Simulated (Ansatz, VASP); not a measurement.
# InSb: VASP beside Ansatz

INCAR

```
SYSTEM = InSb
PREC     = Accurate       ! precision mode
ENCUT    = 520            ! plane-wave cutoff, eV
EDIFF    = 1E-6           ! SCF threshold, eV
ISMEAR   = 0              ! smearing method
SIGMA    = 0.15           ! smearing width, eV
LREAL    = .FALSE.        ! projectors in reciprocal space
LASPH    = .TRUE.         ! aspherical terms in the spheres
NELM     = 100            ! most SCF steps
ALGO     = Normal         ! electronic algorithm
ISIF     = 2              ! what is computed and relaxed
LWAVE    = .FALSE.        ! write WAVECAR
LCHARG   = .TRUE.         ! write CHGCAR
LELF     = .TRUE.         ! ELF
LVHAR    = .TRUE.       
NBANDS   = 16             ! bands
```

File KPOINTS:

```
regular mesh
0
G
  14 14 14
  0 0 0
```

Contents of POSCAR:

```
InSb
1.0
    0.0000000000      3.0735130000      3.0581454350
    3.0735130000      0.0000000000      3.0581454350
    3.0735130000      3.0735130000      0.0000000000
In Sb
1 1
Direct
    0.0000000000      0.0000000000      0.0000000000
    0.5000000000      0.5000000000      0.5000000000
```

Input for Ansatz:

```yaml
crystal:
  lattice:
    - [0.0, 3.073513, 3.058145435]
    - [3.073513, 0.0, 3.058145435]
    - [3.073513, 3.073513, 0.0]
  atoms:
    - { symbol: In, position: [0.0, 0.0, 0.0] }
    - { symbol: Sb, position: [0.5, 0.5, 0.5] }
basis:
  ecutwfc: 420
kpoints:
  mp_grid: { grid: [14, 14, 14] }
hamiltonian:
  xc: lda
scf:
  occupations: { method: gaussian, width: 0.15 }
output:
  forces: true
  stress: true
  eigenvalues: true
```

Change from the starting cell: strain -0.0050 x Voigt [0, 0, 1, 0, 0, 0], atoms carried along.

Alike in both runs: task single point; functional LDA; k mesh 14 × 14 × 14; occupations gaussian, width 0.15 eV; no spin polarisation.

|  | VASP | Ansatz |
| --- | --- | --- |
| version | VASP 6.6.1 | Ansatz 0.2.0 |
| potentials or method | VASP PAW LDA potentials, release 64 (In_d, Sb), cutoff 520 eV | scalar-relativistic, plane waves, PAW |
| valence electrons in the cell | 18 | 28 |

|  | VASP | Ansatz | Ansatz less VASP |
| --- | --- | --- | --- |
| gap on the k mesh at the Fermi level (eV) | none | none | - |
| pressure (GPa) | -3.9 | -3.9 | -0.06 |
| traceless stress, the component that is largest in VASP (GPa) | 0.22 | 0.22 | -0.001 |

LDA's correlation is that of Perdew and Zunger in VASP and of Perdew and Wang (1992) in Ansatz. A gap of «none» marks a metal or a gap that the smearing closes. VASP's potentials hold 18 valence electrons a cell and Ansatz's 28, so a difference there can come from the potentials and not from the codes.

Neither program's run includes spin-orbit coupling.
